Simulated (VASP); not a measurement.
# Ni (Fm-3m) in VASP: further runs

Ni is run at these levels: PBE; tasks: single point.

All numbers are computed with VASP 6.6.1; they aren't measurements. Logs are shortened: lines on timing, memory, paths and dates and some standing lists are left out, and cuts for length are marked.

## 1. The cell of the first run

Symmetry: Fm-3m, No. 225, cubic system. Conventional cell: a = 3.547 Å, b = 3.547 Å, c = 3.547 Å, α = 90.00°, β = 90.00°, γ = 90.00°. Within 3.3 Å of Ni (site symmetry m-3m) lie 12 Ni at 2.51 Å.

## 2. Single point, PBE, collinear spin, ferromagnetic start

Contents of INCAR:

```
SYSTEM = Ni
PREC = Accurate
ENCUT = 520
EDIFF = 1E-7
ISMEAR = 1
SIGMA = 0.3
LREAL = .False.
LASPH = .True.
NELM = 150
ALGO = Normal
ISIF = 2
LWAVE = .False.
LCHARG = .False.
ISPIN = 2
MAGMOM = 1.5
LORBIT = 11
LMAXMIX = 4
GGA = PE
NBANDS = 15
```

Contents of KPOINTS:

```
Automatic mesh
0
Gamma
  14 14 14
  0 0 0
```

Contents of POSCAR:

```
Ni
1.0
    0.0000000000      1.7736088169      1.7736088169
    1.7736088169      0.0000000000      1.7736088169
    1.7736088169      1.7736088169      0.0000000000
Ni
1
Direct
    0.0000000000      0.0000000000      0.0000000000
```

Potentials or basis: VASP PAW PBE potentials, release 64 (Ni).

Run with:

```bash
> cat potpaw_PBE.64/Ni/POTCAR > POTCAR
> mpirun -np 1 vasp_std > vasp.out
```

OUTCAR:

```text
SYSTEM = Ni
   PREC = Accurate
   ENCUT = 520
   EDIFF = 1E-7
   ISMEAR = 1
   LREAL = .False.
   LASPH = .True.
   NELM = 150
   ISIF = 2
   ISPIN = 2
   LORBIT = 11
   GGA = PE

 ion  position               nearest neighbor table
   1  0.000  0.000  0.000-

  LATTYP: Found a face centered cubic cell.
 ALAT       =     3.5472176338

  Lattice vectors:

 A1 = (   0.0000000000,   1.7736088169,   1.7736088169)
 A2 = (   1.7736088169,   0.0000000000,   1.7736088169)
 A3 = (   1.7736088169,   1.7736088169,   0.0000000000)

Analysis of symmetry for initial positions (statically):
=====================================================================
 Subroutine PRICEL returns:
 Original cell was already a primitive cell.

 Routine SETGRP: Setting up the symmetry group for a
 face centered cubic supercell.

 Subroutine GETGRP returns: Found 48 space group operations
 (whereof 48 operations were pure point group operations)
 out of a pool of 48 trial point group operations.

The static configuration has the point symmetry O_h .

Analysis of symmetry for dynamics (positions and initial velocities):
=====================================================================
 Subroutine PRICEL returns:
 Original cell was already a primitive cell.

 Routine SETGRP: Setting up the symmetry group for a
 face centered cubic supercell.

 Subroutine GETGRP returns: Found 48 space group operations
 (whereof 48 operations were pure point group operations)
 out of a pool of 48 trial point group operations.

The dynamic configuration has the point symmetry O_h .

Analysis of structural, dynamic, and magnetic symmetry:
=====================================================================
 Subroutine PRICEL returns:
 Original cell was already a primitive cell.

 Routine SETGRP: Setting up the symmetry group for a
 face centered cubic supercell.

 Subroutine GETGRP returns: Found 48 space group operations
 (whereof 48 operations were pure point group operations)
 out of a pool of 48 trial point group operations.

The overall configuration has the point symmetry O_h .

 Subroutine INISYM returns: Found 48 space group operations
 (whereof 48 operations are pure point group operations),
 and found     1 'primitive' translations

----------------------------------------------------------------------------------------

                                     Primitive cell

  volume of cell :      11.1584

  direct lattice vectors                    reciprocal lattice vectors
     0.000000000  1.773608817  1.773608817    -0.281911093  0.281911093  0.281911093
     1.773608817  0.000000000  1.773608817     0.281911093 -0.281911093  0.281911093
     1.773608817  1.773608817  0.000000000     0.281911093  0.281911093 -0.281911093

  length of vectors
     2.508261643  2.508261643  2.508261643     0.488284336  0.488284336  0.488284336

  position of ions in fractional coordinates (direct lattice)
     0.000000000  0.000000000  0.000000000

  ion indices of the primitive-cell ions
   primitive index   ion index
                 1           1

----------------------------------------------------------------------------------------

 KPOINTS: Automatic mesh

Automatic generation of k-mesh.
 Grid dimensions read from file:
 generate k-points for:   14   14   14

 Generating k-lattice:

  Cartesian coordinates                     Fractional coordinates (reciprocal lattice)
    -0.020136507  0.020136507  0.020136507     0.071428571  0.000000000  0.000000000
     0.020136507 -0.020136507  0.020136507     0.000000000  0.071428571  0.000000000
     0.020136507  0.020136507 -0.020136507     0.000000000  0.000000000  0.071428571

  Length of vectors
     0.034877453  0.034877453  0.034877453

  Shift w.r.t. Gamma in fractional coordinates (k-lattice)
     0.000000000  0.000000000  0.000000000

 Subroutine IBZKPT returns following result:
 ===========================================

 Found    104 irreducible k-points:

 Following reciprocal coordinates:
            Coordinates               Weight
  0.000000  0.000000  0.000000      1.000000
  0.071429  0.000000  0.000000      8.000000
  0.142857  0.000000  0.000000      8.000000
  0.214286  0.000000  0.000000      8.000000
  0.285714  0.000000  0.000000      8.000000
  0.357143  0.000000  0.000000      8.000000
[... 16 lines left out ...]
  0.214286  0.142857  0.000000     24.000000
  0.285714  0.142857  0.000000     24.000000
 [... further k-points ...]
   k-points           NKPTS =    104   k-points in BZ     NKDIM =    104   number of bands    NBANDS=     15
   number of dos      NEDOS =    301   number of ions     NIONS =      1
   total plane-waves  NPLWV =   8000
   dimension x,y,z NGX =    20 NGY =   20 NGZ =   20
   dimension x,y,z NGXF=    40 NGYF=   40 NGZF=   40
   ions per type =               1
   NGX,Y,Z   is equivalent  to a cutoff of  13.26, 13.26, 13.26 a.u.
   NGXF,Y,Z  is equivalent  to a cutoff of  26.51, 26.51, 26.51 a.u.
 SYSTEM =  Ni
   PREC   = accura    normal or accurate (medium, high low for compatibility)
   ISTART =      0    job   : 0-new  1-cont  2-samecut
   ICHARG =      2    charge: 1-file 2-atom 10-const
   ISPIN  =      2    spin polarized calculation?
   LNONCOLLINEAR =      F non collinear calculations
   LSORBIT =      F    spin-orbit coupling
   LASPH  =      T    aspherical Exc in radial PAW
   ENCUT  =  520.0 eV  38.22 Ry    6.18 a.u.   4.66  4.66  4.66*2*pi/ulx,y,z
   NELM   =    150;   NELMIN=  2; NELMDL= -5     # of ELM steps
   EDIFF  = 0.1E-06   stopping-criterion for ELM
   LREAL  =      F    real-space projection
   EDIFFG = 0.1E-05   stopping-criterion for IOM
   NSW    =      0    number of steps for IOM
   IBRION =     -1    ionic relax: 0-MD 1-quasi-New 2-CG
   NFREE  =      0    steps in history (QN), initial steepest desc. (CG)
   ISIF   =      2    stress and relaxation
   ISYM   =      2    0-nonsym 1-usesym 2-fastsym
   POTIM  = 0.5000    time-step for ionic-motion
   TEBEG  =    0.0;   TEEND  =   0.0 temperature during run
   PSTRESS=    0.0 pullay stress
   NELECT =      10.0000    total number of electrons
   NUPDOWN=      -1.0000    fix difference up-down
   EMIN   =  10.00;   EMAX   =-10.00  energy-range for DOS
   EFERMI =   0.00;   METHOD = LEGACY
   ISMEAR =     1;   SIGMA  =   0.30  broadening in eV -4-tet -1-fermi 0-gaus
   EFERMI_NEDOS =   21; number of points for ismear=-14 and -15
   IALGO  =     38    algorithm
   IMIX   =      4    mixing-type and parameters
     AMIX     =   0.40;   BMIX     =  1.00
     AMIX_MAG =   1.60;   BMIX_MAG =  1.00
  volume/ion in A,a.u.               =      11.16        75.30
  Fermi-wavevector in a.u.,A,eV,Ry     =   1.578363  2.982674 33.895255  2.491231
  Thomas-Fermi vector in A             =   2.678905
   LORBIT       =     11    0 simple, 1 ext, 2 COOP (PROOUT), +10 PAW based schemes
   GGA     = PE    functional components
   LHFCALC =     F    Hartree Fock is set to
   AEXX    =    0.0000 exact exchange contribution
   IVDW    =     0    specifies the selected vdW correction
   LEPSILON=     F    determine dielectric tensor
   LRPA    =     F    only Hartree local field effects (RPA)
 spin polarized calculation
 Methfessel and Paxton  Order N= 1 SIGMA  =   0.30
  energy-cutoff  :      520.00
  volume of cell :       11.16
 maximum number of plane-waves:       310
   NGX =  9   NGY =  9   NGZ =  9

 number of electron      10.0000008 magnetization       0.6231679

 Free energy of the ion-electron system (eV)
  ---------------------------------------------------
  ext. energy  EPLUGINS =         0.00000000
  ---------------------------------------------------
  free energy    TOTEN  =        -5.46647803 eV

  energy without entropy =       -5.45684587  energy(sigma->0) =       -5.46326731

 E-fermi :   9.0116     XC(G=0): -13.1069

 val. band max:        9.0062562912   @ k =   0.5000   0.4286   0.0000
 cond. band min:       9.0215394785   @ k =  -0.3571   0.2143   0.0714
 fundamental gap:      0.0152831873
 Fermi energy:         9.0116372642

 spin component 1

 k-point     1 :       0.0000    0.0000    0.0000
  band No.  band energies     occupation
      1       0.1908      1.00000
      2       6.6539      1.00000
      3       6.6539      1.00000
      4       6.6539      1.00000
      5       7.7905      1.00000
      6       7.7905      1.00000
      7      32.5361      0.00000
      8      36.1974      0.00000
      9      36.1974      0.00000
     10      36.1974      0.00000
     11      39.0587      0.00000
     12      39.0587      0.00000
     13      39.0587      0.00000
     14      42.0785      0.00000
     15      48.0969      0.00000
[... 397 lines left out ...]
 k-point    24 :       0.2857    0.1429    0.0000
  band No.  band energies     occupation
      1       2.7971      1.00000
      2       6.0242      1.00000
      3       6.8950      1.00000
      4       7.1363      1.00000
      5       7.7463      1.00000
      6       8.1055      1.00008
      7      24.2784      0.00000
      8      29.7007      0.00000
      9      30.5333      0.00000
     10      33.0574      0.00000
     11      37.9483      0.00000
     12      42.0880      0.00000
     13      44.0179      0.00000
     14      46.0934      0.00000
     15      50.4007      0.00000

 [... further k-points ...]

 spin component 2

 k-point     1 :       0.0000    0.0000    0.0000
  band No.  band energies     occupation
      1       0.1484      1.00000
      2       7.4069      1.00000
      3       7.4069      1.00000
      4       7.4069      1.00000
      5       8.3748      1.00527
      6       8.3749      1.00527
      7      32.3599      0.00000
      8      36.1762      0.00000
      9      36.1763      0.00000
     10      36.1763      0.00000
     11      39.1503      0.00000
     12      39.1503      0.00000
     13      39.1503      0.00000
     14      41.9491      0.00000
     15      48.2804      0.00000
[... 397 lines left out ...]
 k-point    24 :       0.2857    0.1429    0.0000
  band No.  band energies     occupation
      1       2.7847      1.00000
      2       6.6976      1.00000
      3       7.5179      1.00000
      4       7.8571      1.00000
      5       8.4223      1.00895
      6       8.7546      1.00317
      7      24.3900      0.00000
      8      29.7767      0.00000
      9      30.4870      0.00000
     10      33.1171      0.00000
     11      38.0584      0.00000
     12      42.0416      0.00000
     13      43.9833      0.00000
     14      46.0935      0.00000
     15      50.4880      0.00000

 [... further k-points ...]
[... 5 lines left out ...]
  --------------------------------------------------------------------------------------
  -------------------------------------------------------------------------------------
  Total       -0.3128910     -0.3128910     -0.3128910      0.0000000     -0.0000000     -0.0000000
  in kB      -44.9262436    -44.9262436    -44.9262436      0.0000000     -0.0000000     -0.0000000
  external PRESSURE =     -44.9262436 kB  Pullay stress =       0.0000000 kB

 VOLUME and BASIS-vectors are now :
 -----------------------------------------------------------------------------
  energy-cutoff  :      520.00
  volume of cell :       11.16
      direct lattice vectors                 reciprocal lattice vectors
     0.000000000  1.773608817  1.773608817    -0.281911093  0.281911093  0.281911093
     1.773608817  0.000000000  1.773608817     0.281911093 -0.281911093  0.281911093
     1.773608817  1.773608817  0.000000000     0.281911093  0.281911093 -0.281911093

 POSITION                                       TOTAL-FORCE (eV/Angst)
 -----------------------------------------------------------------------------------
      0.00000      0.00000      0.00000        -0.000000     -0.000000     -0.000000
 -----------------------------------------------------------------------------------
    total drift:                                0.000000      0.000000      0.000000

  FREE ENERGIE OF THE ION-ELECTRON SYSTEM (eV)
  ---------------------------------------------------
  free  energy   TOTEN  =        -5.4664780308 eV

  energy  without entropy=       -5.4568458670  energy(sigma->0) =       -5.46326731

 total charge

# of ion       s       p       d       tot
------------------------------------------
    1        0.487   0.476   8.304   9.266

 magnetization (x)

# of ion       s       p       d       tot
------------------------------------------
    1       -0.007  -0.026   0.671   0.638
```

It took 17 s on 1 thread of Intel Xeon 6975P-C (Granite Rapids), shared host; peak memory 0.15 GiB.

Results:

```
Free energy                                           : -5.4665 eV
Pressure                                              : -4.5 GPa
Net moment                                            : 0.62 μB per cell
Site moments                                          : Ni +0.64 μB
Valence electrons inside the program's atomic spheres : Ni 9.27
```

Levels at points of the mesh, in eV from the Fermi level:
Spin up:
```csv
k point,band 1,band 2,band 3,band 4,band 5,band 6,band 7,band 8,band 9,band 10
"(0.00, 0.00, 0.00)",-8.82,-2.36,-2.36,-2.36,-1.22,-1.22,23.52,27.19,27.19,27.19
"(0.50, 0.00, 0.00)",-4.69,-2.34,-2.34,-0.59,-0.59,-0.23,5.50,22.03,24.25,24.25
"(0.50, 0.50, 0.00)",-4.48,-4.05,-0.54,-0.47,-0.47,2.45,9.01,14.61,14.61,19.43
```
Spin down:
```
           k point  band 2  band 3  band 4  band 5  band 6  band 7  band 8  band 9
(0.00, 0.00, 0.00)   -1.60   -1.60   -1.60   -0.64   -0.64   23.35   27.16   27.16
(0.50, 0.00, 0.00)   -1.72   -1.72   -0.30    0.16    0.16    5.92   21.87   24.33
(0.50, 0.50, 0.00)   -3.43    0.07    0.39    0.39    2.40    9.25   14.61   14.61
```

(Part 1 of 2 ends here.)
